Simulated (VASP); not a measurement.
# SeBrO (Pmmn) in VASP: single point with r2SCAN

Aim: the single point of SeBrO with r2SCAN.

All numbers are computed with VASP 6.6.1; they aren't measurements. Logs are shortened: lines on timing, memory, paths and dates and some standing lists are left out, and cuts for length are marked.

### Step 1. The cell of the first run

It takes space group Pmmn (No. 59, orthorhombic). The conventional cell has a = 3.294 Å, b = 3.800 Å, c = 7.554 Å, α = 90.00°, β = 90.00°, γ = 90.00°. Se (site symmetry mm2) has 4 O at 2.00 to 2.02 Å and 2 Br at 2.36 Å within 2.7 Å. O (site symmetry mm2) has 4 Se at 2.00 to 2.02 Å and 4 O at 2.55 Å within 2.7 Å. Br (site symmetry mm2) has 2 Se at 2.36 Å and 1 O at 2.83 Å within 3.1 Å.

### Step 2. Single point, r2SCAN

POSCAR reads:

```
SeBrO
1.0
    3.8003060000      0.0000000000      0.0000000000
    0.0000000000      3.2935990000      0.0000000000
    0.0000000000      0.0000000000      7.5538690000
Se O Br
2 2 2
Direct
    0.0000000000      0.5000000000      0.1210000000
    0.5000000000      0.0000000000      0.8790000000
    0.0000000000      0.0000000000      0.9700000000
    0.5000000000      0.5000000000      0.0300000000
    0.0000000000      0.0000000000      0.3450000000
    0.5000000000      0.5000000000      0.6550000000
```

INCAR.step1 reads:

```
PREC = Accurate ; ENCUT = 520
ISMEAR = -1 ; SIGMA = 0.1
LREAL = False ; LASPH = True
NELM = 60 ; NBANDS = 28
GGA = PE ; ALGO = Normal
EDIFF = 1E-4 ; LWAVE = True
LCHARG = False
```

INCAR.step2 reads:

```
PREC = Accurate ; ENCUT = 520
EDIFF = 1E-6 ; ISMEAR = -1
SIGMA = 0.1 ; LREAL = False
LASPH = True ; NELM = 60
ALGO = Normal ; ISIF = 2
LWAVE = False ; LCHARG = False
METAGGA = R2SCAN ; LMIXTAU = True
NBANDS = 28 ; ISTART = 1
```

KPOINTS reads:

```
Automatic mesh
0
Gamma
  9 10 5
```

Potentials or basis: VASP PAW PBE potentials, release 64 (Se, O, Br).

On the command line:

```
cat potpaw_PBE.64/Se/POTCAR potpaw_PBE.64/O/POTCAR potpaw_PBE.64/Br/POTCAR > POTCAR
cp INCAR.step1 INCAR
mpirun -np 1 vasp_std > vasp.out
cp INCAR.step2 INCAR
mpirun -np 1 vasp_std > vasp.out
```

OUTCAR:

```text
PREC = Accurate
   ENCUT = 520
   EDIFF = 1E-6
   ISMEAR = -1
   LREAL = False
   LASPH = True
   NELM = 60
   ISIF = 2
   METAGGA = R2SCAN
   ISTART = 1

 ion  position               nearest neighbor table
   1  0.000  0.500  0.121-   3 2.00   3 2.00   4 2.02   4 2.02   5 2.36   5 2.36
   2  0.500  0.000  0.879-   4 2.00   4 2.00   3 2.02   3 2.02   6 2.36   6 2.36
   3  0.000  0.000  0.970-   1 2.00   1 2.00   2 2.02   2 2.02
   4  0.500  0.500  0.030-   2 2.00   2 2.00   1 2.02   1 2.02
   5  0.000  0.000  0.345-   1 2.36   1 2.36
   6  0.500  0.500  0.655-   2 2.36   2 2.36

  LATTYP: Found a simple orthorhombic cell.
 ALAT       =     3.2935990000
 B/A-ratio  =     1.1538459904
 C/A-ratio  =     2.2934999069

  Lattice vectors:

 A1 = (   0.0000000000,  -3.2935990000,   0.0000000000)
 A2 = (   3.8003060000,   0.0000000000,   0.0000000000)
 A3 = (   0.0000000000,   0.0000000000,   7.5538690000)

Analysis of symmetry for initial positions (statically):
=====================================================================
 Subroutine PRICEL returns:
 Original cell was already a primitive cell.

 Routine SETGRP: Setting up the symmetry group for a
 simple orthorhombic supercell.

 Subroutine GETGRP returns: Found  8 space group operations
 (whereof  4 operations were pure point group operations)
 out of a pool of  8 trial point group operations.

The static configuration has the point symmetry C_2v.
 The point group associated with its full space group is D_2h.

Analysis of symmetry for dynamics (positions and initial velocities):
=====================================================================
 Subroutine PRICEL returns:
 Original cell was already a primitive cell.

 Routine SETGRP: Setting up the symmetry group for a
 simple orthorhombic supercell.

 Subroutine GETGRP returns: Found  8 space group operations
 (whereof  4 operations were pure point group operations)
 out of a pool of  8 trial point group operations.

The dynamic configuration has the point symmetry C_2v.
 The point group associated with its full space group is D_2h.

 Subroutine INISYM returns: Found  8 space group operations
 (whereof  4 operations are pure point group operations),
 and found     1 'primitive' translations

----------------------------------------------------------------------------------------

                                     Primitive cell

  volume of cell :      94.5494

  direct lattice vectors                    reciprocal lattice vectors
     3.800306000  0.000000000  0.000000000     0.263136705  0.000000000  0.000000000
     0.000000000  3.293599000  0.000000000     0.000000000  0.303619232  0.000000000
     0.000000000  0.000000000  7.553869000     0.000000000  0.000000000  0.132382492

  length of vectors
     3.800306000  3.293599000  7.553869000     0.263136705  0.303619232  0.132382492

  position of ions in fractional coordinates (direct lattice)
     0.000000000  0.500000000  0.121000000
     0.500000000  0.000000000  0.879000000
     0.000000000  0.000000000  0.970000000
     0.500000000  0.500000000  0.030000000
     0.000000000  0.000000000  0.345000000
     0.500000000  0.500000000  0.655000000

  ion indices of the primitive-cell ions
   primitive index   ion index
                 1           1
                 2           2
                 3           3
                 4           4
                 5           5
                 6           6

----------------------------------------------------------------------------------------

 KPOINTS: Automatic mesh

Automatic generation of k-mesh.
 Grid dimensions read from file:
 generate k-points for:    9   10    5

 Generating k-lattice:

  Cartesian coordinates                     Fractional coordinates (reciprocal lattice)
     0.029237412  0.000000000  0.000000000     0.111111111  0.000000000  0.000000000
     0.000000000  0.030361923  0.000000000     0.000000000  0.100000000  0.000000000
     0.000000000  0.000000000  0.026476498     0.000000000  0.000000000  0.200000000

  Length of vectors
     0.029237412  0.030361923  0.026476498

  Shift w.r.t. Gamma in fractional coordinates (k-lattice)
     0.000000000  0.000000000  0.000000000

 Subroutine IBZKPT returns following result:
 ===========================================

 Found     90 irreducible k-points:

 Following reciprocal coordinates:
            Coordinates               Weight
  0.000000  0.000000  0.000000      1.000000
  0.111111  0.000000  0.000000      2.000000
  0.222222  0.000000  0.000000      2.000000
  0.333333  0.000000  0.000000      2.000000
  0.444444  0.000000  0.000000      2.000000
  0.000000  0.100000  0.000000      2.000000
[... 16 lines left out ...]
  0.222222  0.400000  0.000000      4.000000
  0.333333  0.400000  0.000000      4.000000
 [... further k-points ...]
   k-points           NKPTS =     90   k-points in BZ     NKDIM =     90   number of bands    NBANDS=     28
   number of dos      NEDOS =    301   number of ions     NIONS =      6
   total plane-waves  NPLWV =  37632
   dimension x,y,z NGX =    28 NGY =   24 NGZ =   56
   dimension x,y,z NGXF=    56 NGYF=   48 NGZF=  112
   ions per type =               2   2   2
   NGX,Y,Z   is equivalent  to a cutoff of  12.25, 12.11, 12.32 a.u.
   NGXF,Y,Z  is equivalent  to a cutoff of  24.50, 24.23, 24.65 a.u.
 SYSTEM =  unknown system
   PREC   = accura    normal or accurate (medium, high low for compatibility)
   ISTART =      1    job   : 0-new  1-cont  2-samecut
   ICHARG =      0    charge: 1-file 2-atom 10-const
   ISPIN  =      1    spin polarized calculation?
   LNONCOLLINEAR =      F non collinear calculations
   LSORBIT =      F    spin-orbit coupling
   LASPH  =      T    aspherical Exc in radial PAW
   ENCUT  =  520.0 eV  38.22 Ry    6.18 a.u.   7.07  6.12 14.05*2*pi/ulx,y,z
   NELM   =     60;   NELMIN=  2; NELMDL=  0     # of ELM steps
   EDIFF  = 0.1E-05   stopping-criterion for ELM
   LREAL  =      F    real-space projection
   EDIFFG = 0.1E-04   stopping-criterion for IOM
   NSW    =      0    number of steps for IOM
   IBRION =     -1    ionic relax: 0-MD 1-quasi-New 2-CG
   NFREE  =      0    steps in history (QN), initial steepest desc. (CG)
   ISIF   =      2    stress and relaxation
   ISYM   =      2    0-nonsym 1-usesym 2-fastsym
   POTIM  = 0.5000    time-step for ionic-motion
   TEBEG  =    0.0;   TEEND  =   0.0 temperature during run
   PSTRESS=    0.0 pullay stress
   NELECT =      38.0000    total number of electrons
   NUPDOWN=      -1.0000    fix difference up-down
   EMIN   =  10.00;   EMAX   =-10.00  energy-range for DOS
   EFERMI =   0.00;   METHOD = LEGACY
   ISMEAR =    -1;   SIGMA  =   0.10  broadening in eV -4-tet -1-fermi 0-gaus
   EFERMI_NEDOS =   21; number of points for ismear=-14 and -15
   IALGO  =     38    algorithm
   IMIX   =      4    mixing-type and parameters
     AMIX     =   0.40;   BMIX     =  1.00
     AMIX_MAG =   1.60;   BMIX_MAG =  1.00
  volume/ion in A,a.u.               =      15.76       106.34
  Fermi-wavevector in a.u.,A,eV,Ry     =   1.208138  2.283049 19.859020  1.459597
  Thomas-Fermi vector in A             =   2.343755
   LORBIT       =      0    0 simple, 1 ext, 2 COOP (PROOUT), +10 PAW based schemes
   METAGGA = R2SCAN    functional components
   LHFCALC =     F    Hartree Fock is set to
   AEXX    =    0.0000 exact exchange contribution
   IVDW    =     0    specifies the selected vdW correction
   LEPSILON=     F    determine dielectric tensor
   LRPA    =     F    only Hartree local field effects (RPA)
 non-spin polarized calculation
  energy-cutoff  :      520.00
  volume of cell :       94.55
 maximum number of plane-waves:      2569
   NGX = 15   NGY = 13   NGZ = 29

 number of electron      38.0000003 magnetization

 Free energy of the ion-electron system (eV)
  ---------------------------------------------------
  ext. energy  EPLUGINS =         0.00000000
  ---------------------------------------------------
  free energy    TOTEN  =       -61.94302829 eV

  energy without entropy =      -61.86030177  energy(sigma->0) =      -61.90166503

 E-fermi :   7.1138     XC(G=0): -10.9659

 val. band max:        7.1115834443   @ k =   0.0000   0.2000   0.2000
 cond. band min:       7.1159288150   @ k =   0.1111   0.1000   0.0000
 fundamental gap:      0.0043453707
 Fermi energy:         7.1137900007

 k-point     1 :       0.0000    0.0000    0.0000
  band No.  band energies     occupation
      1     -18.9991      2.00000
      2     -14.9898      2.00000
      3     -12.9999      2.00000
      4     -12.3880      2.00000
      5      -7.7330      2.00000
      6      -5.1776      2.00000
[... 20 lines left out ...]
     27      12.6933      0.00000
     28      14.8474      0.00000

 k-point     2 :       0.1111    0.0000    0.0000
  band No.  band energies     occupation
      1     -18.9066      2.00000
      2     -15.1354      2.00000
      3     -12.9866      2.00000
      4     -12.3761      2.00000
      5      -7.8656      2.00000
      6      -5.4470      2.00000
[... 20 lines left out ...]
     27      12.7648      0.00000
     28      14.8020      0.00000

 k-point     3 :       0.2222    0.0000    0.0000
  band No.  band energies     occupation
      1     -18.6329      2.00000
      2     -15.5631      2.00000
      3     -12.9130      2.00000
      4     -12.3539      2.00000
      5      -8.0432      2.00000
      6      -6.1017      2.00000
[... 20 lines left out ...]
     27      13.2600      0.00000
     28      14.6312      0.00000

 k-point     4 :       0.3333    0.0000    0.0000
  band No.  band energies     occupation
      1     -18.1904      2.00000
      2     -16.1988      2.00000
      3     -12.7588      2.00000
      4     -12.3568      2.00000
      5      -8.0608      2.00000
      6      -6.8416      2.00000
[... 20 lines left out ...]
     27      14.5313      0.00000
     28      15.0022      0.00000

 k-point     5 :       0.4444    0.0000    0.0000
  band No.  band energies     occupation
      1     -17.6035      2.00000
      2     -16.9155      2.00000
      3     -12.5728      2.00000
      4     -12.4256      2.00000
      5      -7.8710      2.00000
      6      -7.4606      2.00000
[... 20 lines left out ...]
     27      15.1538      0.00000
     28      15.2218      0.00000

 k-point     6 :       0.0000    0.1000    0.0000
  band No.  band energies     occupation
      1     -18.9030      2.00000
      2     -15.0513      2.00000
      3     -12.8941      2.00000
      4     -12.2963      2.00000
      5      -7.9008      2.00000
      6      -5.3694      2.00000
[... 463 lines left out ...]
      5      -9.1170      2.00000
      6      -8.2289      2.00000
[... 20 lines left out ...]
     27      14.5616      0.00000
     28      15.1093      0.00000

 k-point    22 :       0.1111    0.4000    0.0000
  band No.  band energies     occupation
      1     -17.5055      2.00000
      2     -16.2134      2.00000
      3     -11.4404      2.00000
      4     -11.2104      2.00000
      5      -9.3388      2.00000
      6      -8.4835      2.00000
[... 20 lines left out ...]
     27      13.8959      0.00000
     28      14.7474      0.00000

 k-point    23 :       0.2222    0.4000    0.0000
  band No.  band energies     occupation
      1     -17.3008      2.00000
      2     -16.1811      2.00000
      3     -11.4722      2.00000
      4     -11.1851      2.00000
      5      -9.7918      2.00000
      6      -9.0952      2.00000
[... 20 lines left out ...]
     27      14.0753      0.00000
     28      14.1971      0.00000

 k-point    24 :       0.3333    0.4000    0.0000
  band No.  band energies     occupation
      1     -16.9954      2.00000
      2     -16.2059      2.00000
      3     -11.5178      2.00000
      4     -11.1988      2.00000
      5     -10.1449      2.00000
      6      -9.7504      2.00000
[... 20 lines left out ...]
     27      13.4159      0.00000
     28      13.6115      0.00000

 [... further k-points ...]

------------------------ aborting loop because EDIFF is reached ----------------------------------------

  FORCE on cell =-STRESS in cart. coord.  units (eV):
  Direction    XX          YY          ZZ          XY          YZ          ZX
  --------------------------------------------------------------------------------------
  -------------------------------------------------------------------------------------
  Total       23.7633143     30.5512838     26.3987131      0.0000000      0.0000000      0.0000000
  in kB      402.6788835    517.7037465    447.3367723      0.0000000      0.0000000      0.0000000
  external PRESSURE =     455.9064674 kB  Pullay stress =       0.0000000 kB

 VOLUME and BASIS-vectors are now :
 -----------------------------------------------------------------------------
  energy-cutoff  :      520.00
  volume of cell :       94.55
      direct lattice vectors                 reciprocal lattice vectors
     3.800306000  0.000000000  0.000000000     0.263136705  0.000000000  0.000000000
     0.000000000  3.293599000  0.000000000     0.000000000  0.303619232  0.000000000
     0.000000000  0.000000000  7.553869000     0.000000000  0.000000000  0.132382492

 POSITION                                       TOTAL-FORCE (eV/Angst)
 -----------------------------------------------------------------------------------
      0.00000      1.64680      0.91402         0.000000      0.000000     -0.323748
      1.90015      0.00000      6.63985         0.000000      0.000000      0.323748
      0.00000      0.00000      7.32725         0.000000      0.000000     -0.870918
      1.90015      1.64680      0.22662         0.000000      0.000000      0.870918
      0.00000      0.00000      2.60608         0.000000      0.000000      4.299419
      1.90015      1.64680      4.94778         0.000000      0.000000     -4.299419
 -----------------------------------------------------------------------------------
    total drift:                                0.000000      0.000000      0.000000

  FREE ENERGIE OF THE ION-ELECTRON SYSTEM (eV)
  ---------------------------------------------------
  free  energy   TOTEN  =       -61.9430282856 eV

  energy  without entropy=      -61.8603017713  energy(sigma->0) =      -61.90166503
```

It took 8.2 min on 1 thread of Intel Xeon Platinum 8259CL at 2.50GHz (Skylake/Cascade Lake), shared host; peak memory 0.35 GiB.

What came out:

```yaml
Free_energy: -61.9430 eV
Pressure: 45.6 GPa
Largest_force: 4.299 eV/Å
Band_gap_on_the_k_mesh: zero (bands 19 and 20 overlap by 2.27 eV)
```

Forces in eV/Å, atoms in the order of the input:
```
Se   0.000  0.000 -0.324
Se   0.000  0.000  0.324
O    0.000  0.000 -0.871
O    0.000  0.000  0.871
Br   0.000  0.000  4.299
Br   0.000  0.000 -4.299
```

Caveat: the stress differs along the axes, from 40 to 52 GPa; the PAW data sets were made with another functional, which shifts forces and pressure a little.
